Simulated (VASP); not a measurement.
# Yb: single point with PBE+U

Yb:

```
CELL_PARAMETERS angstrom
0.00000 2.74310 2.74310
2.74310 0.00000 2.74310
2.74310 2.74310 0.00000
ATOMIC_POSITIONS crystal
Yb 0.00000 0.00000 0.00000
```

```
Program             : VASP 6.6.1
Task                : single point
Functional          : PBE
Potentials or basis : VASP PAW PBE potentials, release 64 (Yb)
Cutoff              : 520 eV
k mesh              : 10 × 10 × 10
Occupations         : fermi-dirac, width 0.1 eV
Spin                : collinear spin, ferromagnetic start
Starting moments    : [1.0] μB
Hubbard terms       : Yb f U = 5.2 eV
```

The pressure is -0.1 GPa. The band gap on the k mesh is zero (filled and empty bands overlap). The net moment is 0.00 μB per cell and the valence electrons inside the program's atomic spheres are Yb 22.19.

Levels at points of the mesh, in eV from the Fermi level:
Spin up:
```
           k point  band 9  band 10  band 11  band 12  band 13  band 14  band 15  band 16
(0.00, 0.00, 0.00)   -1.37    -1.30    -1.30    -1.30     2.97     2.97     2.97     4.88
(0.50, 0.00, 0.00)   -1.34    -1.31    -1.31    -1.30     0.13     2.76     2.76     6.27
(0.50, 0.50, 0.00)   -1.32    -1.32    -1.31    -0.91     0.44     1.36     6.28     6.52
```
Spin down:
| k point | band 9 | band 10 | band 11 | band 12 | band 13 | band 14 | band 15 | band 16 |
| --- | --- | --- | --- | --- | --- | --- | --- | --- |
| (0.00, 0.00, 0.00) | -1.37 | -1.30 | -1.30 | -1.30 | 2.97 | 2.97 | 2.97 | 4.88 |
| (0.50, 0.00, 0.00) | -1.34 | -1.31 | -1.31 | -1.30 | 0.13 | 2.76 | 2.76 | 6.27 |
| (0.50, 0.50, 0.00) | -1.32 | -1.32 | -1.31 | -0.91 | 0.44 | 1.36 | 6.28 | 6.52 |

Eigenvalues of the final occupation matrices:
```
    site  spin  trace                         eigenvalues
site 1 f     1   6.91  0.98 0.99 0.99 0.99 0.99 0.99 0.99
site 1 f     2   6.91  0.98 0.99 0.99 0.99 0.99 0.99 0.99
```

Wall time 4.3 min on 1 thread of Intel Xeon 8259CL, on a shared host, peak memory 0.24 GiB.

Caveat: spin-orbit coupling is left out, which moves the levels of the heavy elements. The state reached can hang on the start; a lower one may exist.
